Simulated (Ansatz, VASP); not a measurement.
Sb: VASP beside Ansatz

```xyz
2
Lattice="3.4626 0.0000 0.0000 -1.7313 2.9987 0.0000 0.0000 0.0000 5.6380" Properties=species:S:1:pos:R:3 pbc="T T T"
Sb    0.0000    1.9991    1.4095
Sb    1.7313    0.9996    4.2285
```

Alike in both runs: task single point; functional PBE; k mesh 15 × 15 × 8; occupations gaussian, width 0.1 eV; no spin polarisation.

|  | VASP | Ansatz |
| --- | --- | --- |
| version | VASP 6.6.1 | Ansatz 0.2.0 |
| potentials or method | VASP PAW PBE potentials, release 64 (Sb), cutoff 520 eV | scalar-relativistic, plane waves, PAW |
| valence electrons in the cell | 10 | 30 |

Ansatz gave:

```
gap on the k mesh at the Fermi level (eV)                     : none
pressure (GPa)                                                : -3.4
traceless stress, the component that is largest in VASP (GPa) : 0.62
```

Q: Which values does VASP return?

A: gap on the k mesh at the Fermi level (eV): none; pressure (GPa): -3.6; traceless stress, the component that is largest in VASP (GPa): 0.62.

A gap of «none» marks a metal or a gap that the smearing closes. The functional is the same, so the differences come from potentials, cutoffs and numerics. VASP's potentials hold 10 valence electrons a cell and Ansatz's 30, so a difference there can come from the potentials and not from the codes.

Neither program's run includes spin-orbit coupling.
